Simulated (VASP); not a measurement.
# PbS (Cmcm) in VASP: a series of runs, part 2 of 2

VASP 6.6.1.

## (5) Single point, PBE (26.72 Å³/atom)

This run uses another cell than the first one, of 26.72 Å³/atom.

The input, INCAR:

```
PREC = Accurate
ENCUT = 520
EDIFF = 1E-7
ISMEAR = 0
SIGMA = 0.02
LREAL = False
LASPH = True
NELM = 100
ALGO = Normal
ISIF = 2
LWAVE = False
LCHARG = True
GGA = PE
LELF = True
LVHAR = True
NBANDS = 28
```

The input, KPOINTS:

```
Automatic mesh
0
Gamma
  8 8 6
```

The input, POSCAR:

```
PbS
1.0
    2.0792856296     -5.9841680484      0.0000000000
    2.0792856296      5.9841680484      0.0000000000
    0.0000000000      0.0000000000      4.2952417565
Pb S
2 2
Direct
    0.8694562483      0.1305437517      0.7500000000
    0.1305437517      0.8694562483      0.2500000000
    0.6432885923      0.3567114077      0.7500000000
    0.3567114077      0.6432885923      0.2500000000
```

Potentials or basis: VASP PAW PBE potentials, release 64 (Pb_d, S).

Launch:

```sh
$ cat potpaw_PBE.64/Pb_d/POTCAR potpaw_PBE.64/S/POTCAR > POTCAR
$ mpirun -np 1 vasp_std > vasp.out
```

OUTCAR:

```text
PREC = Accurate
   ENCUT = 520
   EDIFF = 1E-7
   ISMEAR = 0
   LREAL = False
   LASPH = True
   NELM = 100
   ISIF = 2
   GGA = PE

 ion  position               nearest neighbor table
   1  0.869  0.131  0.750-   3 2.71   4 2.99   4 2.99   4 2.99   4 2.99   2 3.79   2 3.79   2 4.14
                             2 4.14   2 4.14   2 4.14
   2  0.131  0.869  0.250-   4 2.71   3 2.99   3 2.99   3 2.99   3 2.99   1 3.79   1 3.79   1 4.14
                             1 4.14   1 4.14   1 4.14
   3  0.643  0.357  0.750-   1 2.71   2 2.99   2 2.99   2 2.99   2 2.99
   4  0.357  0.643  0.250-   2 2.71   1 2.99   1 2.99   1 2.99   1 2.99

  LATTYP: Found a base centered orthorhombic cell.
 ALAT       =     4.1585712592
 B/A-ratio  =     2.8779923081
 C/A-ratio  =     1.0328647722

  Lattice vectors:

 A1 = (   2.0792856296,  -5.9841680484,   0.0000000000)
 A2 = (   2.0792856296,   5.9841680484,   0.0000000000)
 A3 = (   0.0000000000,   0.0000000000,   4.2952417565)

Analysis of symmetry for initial positions (statically):
=====================================================================
 Subroutine PRICEL returns:
 Original cell was already a primitive cell.

 Routine SETGRP: Setting up the symmetry group for a
 base centered orthorhombic supercell.

 Subroutine GETGRP returns: Found  8 space group operations
 (whereof  4 operations were pure point group operations)
 out of a pool of  8 trial point group operations.

The static configuration has the point symmetry C_2h.
 The point group associated with its full space group is D_2h.

Analysis of symmetry for dynamics (positions and initial velocities):
=====================================================================
 Subroutine PRICEL returns:
 Original cell was already a primitive cell.

 Routine SETGRP: Setting up the symmetry group for a
 base centered orthorhombic supercell.

 Subroutine GETGRP returns: Found  8 space group operations
 (whereof  4 operations were pure point group operations)
 out of a pool of  8 trial point group operations.

The dynamic configuration has the point symmetry C_2h.
 The point group associated with its full space group is D_2h.

 Subroutine INISYM returns: Found  8 space group operations
 (whereof  4 operations are pure point group operations),
 and found     1 'primitive' translations

----------------------------------------------------------------------------------------

                                     Primitive cell

  volume of cell :     106.8896

  direct lattice vectors                    reciprocal lattice vectors
     2.079285630 -5.984168048  0.000000000     0.240467203 -0.083553803  0.000000000
     2.079285630  5.984168048  0.000000000     0.240467203  0.083553803  0.000000000
     0.000000000  0.000000000  4.295241757     0.000000000  0.000000000  0.232815766

  length of vectors
     6.335116097  6.335116097  4.295241757     0.254569664  0.254569664  0.232815766

  position of ions in fractional coordinates (direct lattice)
     0.869456248  0.130543752  0.750000000
     0.130543752  0.869456248  0.250000000
     0.643288592  0.356711408  0.750000000
     0.356711408  0.643288592  0.250000000

[... 29 lines left out ...]
 ===========================================

 Found     84 irreducible k-points:

 Following reciprocal coordinates:
            Coordinates               Weight
  0.000000  0.000000  0.000000      1.000000
  0.125000  0.000000  0.000000      4.000000
  0.250000  0.000000  0.000000      4.000000
  0.375000 -0.000000  0.000000      4.000000
  0.500000  0.000000  0.000000      2.000000
  0.125000  0.125000  0.000000      2.000000
[... 16 lines left out ...]
  0.125000  0.000000  0.166667      8.000000
  0.250000  0.000000  0.166667      8.000000
 [... further k-points ...]
   k-points           NKPTS =     84   k-points in BZ     NKDIM =     84   number of bands    NBANDS=     28
   number of dos      NEDOS =    301   number of ions     NIONS =      4
   total plane-waves  NPLWV =  73728
   dimension x,y,z NGX =    48 NGY =   48 NGZ =   32
   dimension x,y,z NGXF=    96 NGYF=   96 NGZF=   64
   ions per type =               2   2
   NGX,Y,Z   is equivalent  to a cutoff of  12.60, 12.60, 12.39 a.u.
   NGXF,Y,Z  is equivalent  to a cutoff of  25.19, 25.19, 24.77 a.u.
 SYSTEM =  unknown system
   PREC   = accura    normal or accurate (medium, high low for compatibility)
   ISTART =      0    job   : 0-new  1-cont  2-samecut
   ICHARG =      2    charge: 1-file 2-atom 10-const
   ISPIN  =      1    spin polarized calculation?
   LNONCOLLINEAR =      F non collinear calculations
   LSORBIT =      F    spin-orbit coupling
   LASPH  =      T    aspherical Exc in radial PAW
   ENCUT  =  520.0 eV  38.22 Ry    6.18 a.u.  11.78 11.78  7.99*2*pi/ulx,y,z
   NELM   =    100;   NELMIN=  2; NELMDL= -5     # of ELM steps
   EDIFF  = 0.1E-06   stopping-criterion for ELM
   LREAL  =      F    real-space projection
   EDIFFG = 0.1E-05   stopping-criterion for IOM
   NSW    =      0    number of steps for IOM
   IBRION =     -1    ionic relax: 0-MD 1-quasi-New 2-CG
   NFREE  =      0    steps in history (QN), initial steepest desc. (CG)
   ISIF   =      2    stress and relaxation
   ISYM   =      2    0-nonsym 1-usesym 2-fastsym
   POTIM  = 0.5000    time-step for ionic-motion
   TEBEG  =    0.0;   TEEND  =   0.0 temperature during run
   PSTRESS=    0.0 pullay stress
   NELECT =      40.0000    total number of electrons
   NUPDOWN=      -1.0000    fix difference up-down
   EMIN   =  10.00;   EMAX   =-10.00  energy-range for DOS
   EFERMI =   0.00;   METHOD = LEGACY
   ISMEAR =     0;   SIGMA  =   0.02  broadening in eV -4-tet -1-fermi 0-gaus
   EFERMI_NEDOS =   21; number of points for ismear=-14 and -15
   IALGO  =     38    algorithm
   IMIX   =      4    mixing-type and parameters
     AMIX     =   0.40;   BMIX     =  1.00
     AMIX_MAG =   1.60;   BMIX_MAG =  1.00
  volume/ion in A,a.u.               =      26.72       180.33
  Fermi-wavevector in a.u.,A,eV,Ry     =   1.179731  2.229368 18.936115  1.391765
  Thomas-Fermi vector in A             =   2.316036
   LORBIT       =      0    0 simple, 1 ext, 2 COOP (PROOUT), +10 PAW based schemes
   GGA     = PE    functional components
   LHFCALC =     F    Hartree Fock is set to
   AEXX    =    0.0000 exact exchange contribution
   IVDW    =     0    specifies the selected vdW correction
   LEPSILON=     F    determine dielectric tensor
   LRPA    =     F    only Hartree local field effects (RPA)
 non-spin polarized calculation
 Gauss-broadening in eV      SIGMA  =   0.02
  energy-cutoff  :      520.00
  volume of cell :      106.89
 maximum number of plane-waves:      2904
   NGX = 23   NGY = 23   NGZ = 15

 number of electron      40.0000005 magnetization

 Free energy of the ion-electron system (eV)
  ---------------------------------------------------
  ext. energy  EPLUGINS =         0.00000000
  ---------------------------------------------------
  free energy    TOTEN  =       -17.37964644 eV

  energy without entropy =      -17.37964644  energy(sigma->0) =      -17.37964644

 E-fermi :   4.9603     XC(G=0):  -9.5761

 val. band max:        4.8618864242   @ k =   0.5000   0.5000   0.3333
 cond. band min:       6.1294810245   @ k =   0.5000   0.5000   0.0000
 fundamental gap:      1.2675946004
 Fermi energy:         4.9603371314

 k-point     1 :       0.0000    0.0000    0.0000
  band No.  band energies     occupation
      1     -11.4892      2.00000
      2     -11.3989      2.00000
      3     -11.3905      2.00000
      4     -11.3897      2.00000
      5     -11.3503      2.00000
      6     -11.3481      2.00000
[... 733 lines left out ...]
     27      12.3660      0.00000
     28      12.8143      0.00000

 [... further k-points ...]

------------------------ aborting loop because EDIFF is reached ----------------------------------------

  FORCE on cell =-STRESS in cart. coord.  units (eV):
  Direction    XX          YY          ZZ          XY          YZ          ZX
  --------------------------------------------------------------------------------------
  -------------------------------------------------------------------------------------
  Total        0.4467551      0.4340585      0.3619451      0.0000000      0.0000000      0.0000000
  in kB        6.6964486      6.5061393      5.4252255      0.0000000      0.0000000      0.0000000
  external PRESSURE =       6.2092711 kB  Pullay stress =       0.0000000 kB

 VOLUME and BASIS-vectors are now :
 -----------------------------------------------------------------------------
  energy-cutoff  :      520.00
  volume of cell :      106.89
      direct lattice vectors                 reciprocal lattice vectors
     2.079285630 -5.984168048  0.000000000     0.240467203 -0.083553803  0.000000000
     2.079285630  5.984168048  0.000000000     0.240467203  0.083553803  0.000000000
     0.000000000  0.000000000  4.295241757     0.000000000  0.000000000  0.232815766

 POSITION                                       TOTAL-FORCE (eV/Angst)
 -----------------------------------------------------------------------------------
      2.07929     -4.42178      3.22143         0.000000      0.001607      0.000000
      2.07929      4.42178      1.07381         0.000000     -0.001607     -0.000000
      2.07929     -1.71493      3.22143         0.000000      0.010618     -0.000000
      2.07929      1.71493      1.07381         0.000000     -0.010618     -0.000000
 -----------------------------------------------------------------------------------
    total drift:                                0.000000      0.000000      0.000000

  FREE ENERGIE OF THE ION-ELECTRON SYSTEM (eV)
  ---------------------------------------------------
  free  energy   TOTEN  =       -17.3796464410 eV

  energy  without entropy=      -17.3796464410  energy(sigma->0) =      -17.37964644
```

stdout:

```text
POSCAR found type information on POSCAR PbS
 POSCAR found :  2 types and       4 ions
 scaLAPACK will be used
 LDA part: xc-table for (Slater+PW92), standard interpolation
 POSCAR, INCAR and KPOINTS ok, starting setup
 FFT: planning ... GRIDC
 FFT: planning ... GRID_SOFT
 FFT: planning ... GRID
 WAVECAR not read
 entering main loop
```

Run time: 7.3 min. Hardware: 1 thread of Intel Xeon 8259CL, shared host; peak memory 0.39 GiB.

Results:

| Item | Value |
| --- | --- |
| Free energy | -17.3796 eV |
| Pressure | 0.6 GPa |
| Largest force | 0.011 eV/Å |
| Band gap on the k mesh | 1.27 eV (least direct gap 1.43 eV) |

Forces in eV/Å, atoms in the order of the input:
```
Pb   0.000  0.002  0.000
Pb   0.000 -0.002  0.000
S    0.000  0.011  0.000
S    0.000 -0.011  0.000
```

Caveat: spin-orbit coupling is left out, which moves the levels of the heavy elements. A k mesh can miss the band edges.

## (6) Relaxation of shape and atoms at fixed volume, PBE (28.38 Å³/atom)

This run uses another cell than the first one, of 28.38 Å³/atom.

The input, INCAR:

```
ALGO = Normal ; EDIFF = 1E-7
EDIFFG = -0.01 ; ENCUT = 600
GGA = PE ; IBRION = 2
ISIF = 4 ; ISMEAR = 0
LASPH = True ; LCHARG = False
LREAL = False ; LWAVE = False
NELM = 80 ; NSW = 50
PREC = Accurate ; SIGMA = 0.02
```

The input, KPOINTS:

```
k-points
0
Gamma
  8 8 6
```

The input, POSCAR:

```
PbS
1.0
    2.1171776219     -6.1783334752      0.0000000000
    2.1171776219      6.1783334752      0.0000000000
    0.0000000000      0.0000000000      4.3385279127
Pb S
2 2
Direct
    0.8667035193      0.1332964807      0.7500000000
    0.1332964807      0.8667035193      0.2500000000
    0.6453915001      0.3546084999      0.7500000000
    0.3546084999      0.6453915001      0.2500000000
```

Potentials or basis: VASP PAW PBE potentials, release 64 (Pb_d, S).

Launch:

```sh
$ cat potpaw_PBE.64/Pb_d/POTCAR potpaw_PBE.64/S/POTCAR > POTCAR
$ mpirun -np 1 vasp_std > vasp.out
```

OUTCAR:

```text
EDIFF = 1E-7
   EDIFFG = -0.01
   ENCUT = 600
   GGA = PE
   IBRION = 2
   ISIF = 4
   ISMEAR = 0
   LASPH = True
   LREAL = False
   NELM = 80
   NSW = 50
   PREC = Accurate

 ion  position               nearest neighbor table
   1  0.867  0.133  0.750-   3 2.73   4 3.03   4 3.03   4 3.03   4 3.03   2 3.94   2 3.94
   2  0.133  0.867  0.250-   4 2.73   3 3.03   3 3.03   3 3.03   3 3.03   1 3.94   1 3.94
   3  0.645  0.355  0.750-   1 2.73   2 3.03   2 3.03   2 3.03   2 3.03
   4  0.355  0.645  0.250-   2 2.73   1 3.03   1 3.03   1 3.03   1 3.03

  LATTYP: Found a base centered orthorhombic cell.
 ALAT       =     4.2343552438
 B/A-ratio  =     2.9181932641
 C/A-ratio  =     1.0246017783

  Lattice vectors:

 A1 = (   2.1171776219,  -6.1783334752,   0.0000000000)
 A2 = (   2.1171776219,   6.1783334752,   0.0000000000)
 A3 = (   0.0000000000,   0.0000000000,   4.3385279127)
[... 455 lines left out ...]
  free energy    TOTEN  =       -17.38273429 eV

  energy without entropy =      -17.38273429  energy(sigma->0) =      -17.38273429

 E-fermi :   4.3166     XC(G=0):  -9.2449

 val. band max:        4.2138374450   @ k =   0.5000   0.5000   0.3333
 cond. band min:       5.5480700352   @ k =   0.5000   0.5000   0.0000
 fundamental gap:      1.3342325902
 Fermi energy:         4.3165950266

 k-point     1 :       0.0000    0.0000    0.0000
  band No.  band energies     occupation
      1     -12.0479      2.00000
      2     -11.9651      2.00000
      3     -11.9592      2.00000
      4     -11.9414      2.00000
      5     -11.9319      2.00000
      6     -11.9255      2.00000
[... 637 lines left out ...]
     23       7.8539      0.00000
     24       9.0620      0.00000

 [... further k-points ...]

------------------------ aborting loop because EDIFF is reached ----------------------------------------

  FORCE on cell =-STRESS in cart. coord.  units (eV):
  Direction    XX          YY          ZZ          XY          YZ          ZX
  --------------------------------------------------------------------------------------
  -------------------------------------------------------------------------------------
  Total       -0.2675784     -0.2815145     -0.2927969      0.0000000     -0.0000000      0.0000000
  in kB       -3.7771181     -3.9738395     -4.1331013      0.0000000     -0.0000000      0.0000000
  external PRESSURE =      -3.9613530 kB  Pullay stress =       0.0000000 kB
[... 19 lines left out ...]
  FREE ENERGIE OF THE ION-ELECTRON SYSTEM (eV)
  ---------------------------------------------------
  free  energy   TOTEN  =       -17.3827342904 eV

  energy  without entropy=      -17.3827342904  energy(sigma->0) =      -17.38273429

 reached required accuracy - stopping structural energy minimisation
```

It took 35 min on 1 thread of Intel Xeon Platinum 8259CL at 2.50GHz (Skylake/Cascade Lake), shared host; peak memory 0.48 GiB.

Results:

| Quantity | Value |
| --- | --- |
| Free energy | -17.3827 eV |
| Energy gained by relaxing | 2.6 meV/atom |
| Ionic steps | 8 |
| Pressure after relaxing | -0.4 GPa |
| Largest force after relaxing | 0.008 eV/Å |
| Band gap on the k mesh | 1.33 eV (least direct gap 1.55 eV) |

Forces in eV/Å, atoms in the order of the input:
```
Pb   0.000 -0.008  0.000
Pb   0.000  0.008  0.000
S    0.000 -0.007  0.000
S    0.000  0.007  0.000
```

Step by step:
| step | energy change (eV) | largest force (eV/Å) | pressure (GPa) | volume (Å³) |
| --- | --- | --- | --- | --- |
| 1 | 0.0000 | 0.1760 | -1.39 | 113.50 |
| 2 | -0.0035 | 0.1221 | -1.20 | 113.50 |
| 3 | -0.0067 | 0.0143 | -0.81 | 113.50 |
| 4 | -0.0094 | 0.0142 | -0.65 | 113.50 |
| 5 | -0.0101 | 0.0266 | -0.51 | 113.50 |
| 6 | -0.0101 | 0.0274 | -0.51 | 113.50 |
| 7 | -0.0103 | 0.0139 | -0.43 | 113.50 |
| 8 | -0.0103 | 0.0080 | -0.40 | 113.50 |

Final structure:
```
CELL_PARAMETERS angstrom
2.10651 -6.26320 0.00000
2.10651 6.26320 0.00000
0.00000 0.00000 4.30141
ATOMIC_POSITIONS crystal
Pb 0.86335 0.13665 0.75000
Pb 0.13665 0.86335 0.25000
S 0.64730 0.35270 0.75000
S 0.35270 0.64730 0.25000
```

Levels at points of the mesh, in eV from the valence-band top:
| k point | band 16 | band 17 | band 18 | band 19 | band 20 | band 21 | band 22 | band 23 | band 24 |
| --- | --- | --- | --- | --- | --- | --- | --- | --- | --- |
| (0.00, 0.00, 0.00) | -2.61 | -2.24 | -1.43 | -1.32 | -0.34 | 4.70 | 4.84 | 5.02 | 5.40 |
| (0.50, 0.00, 0.00) | -1.79 | -1.13 | -1.01 | -0.21 | -0.20 | 1.83 | 2.01 | 2.54 | 2.93 |
| (0.50, 0.50, 0.00) | -2.41 | -2.03 | -1.58 | -1.20 | -0.38 | 1.33 | 4.74 | 4.99 | 5.10 |
| (0.00, 0.00, 0.50) | -2.34 | -0.97 | -0.97 | -0.03 | -0.03 | 1.93 | 1.93 | 2.92 | 2.92 |
| (0.50, 0.00, 0.50) | -4.02 | -2.79 | -2.79 | -1.33 | -1.33 | 3.59 | 3.59 | 5.30 | 5.30 |
| (0.50, 0.50, 0.50) | -1.21 | -1.03 | -1.03 | -0.26 | -0.26 | 1.73 | 1.73 | 3.21 | 3.21 |

Caveat: spin-orbit coupling is left out, which moves the levels of the heavy elements.

## (7) Summary

| task | cell | cutoff (eV) | gap on the mesh (eV) | pressure (GPa) | largest force (eV/Å) |
| --- | --- | --- | --- | --- | --- |
| single point | a = 6.004, b = 6.004, c = 4.239 Å, angles 90.0, 90.0, 140.6°, 4 atoms, atomic positions A | 520 | 1.15 | 4.8 | 0.01 |
| single point | a = 6.107, b = 6.107, c = 4.263 Å, angles 90.0, 90.0, 140.9°, 4 atoms, atomic positions B | 520 | 1.23 | 3.0 | - |
| single point | a = 6.217, b = 6.217, c = 4.284 Å, angles 90.0, 90.0, 141.3°, 4 atoms, atomic positions C | 520 | 1.24 | 1.6 | 0.01 |
| single point | a = 6.335, b = 6.335, c = 4.295 Å, angles 90.0, 90.0, 141.7°, 4 atoms, atomic positions D | 520 | 1.27 | 0.6 | 0.01 |
| relaxation of shape and atoms at fixed volume | relaxed from a = 6.531, b = 6.531, c = 4.339 Å, angles 90.0, 90.0, 142.2°, 4 atoms, atomic positions E | 600 | 1.33 | -0.4 | 0.01 |

Alike in all rows: level PBE; potentials or basis VASP PAW PBE potentials, release 64 (Pb_d, S); no spin polarisation; k mesh 8 × 8 × 6; smearing gaussian 0.02 eV.

Caveats: spin-orbit coupling is left out, which moves the levels of the heavy elements; the cell stands under pressure (at least some runs).

Absolute energies hang on the potentials; compare differences alone.
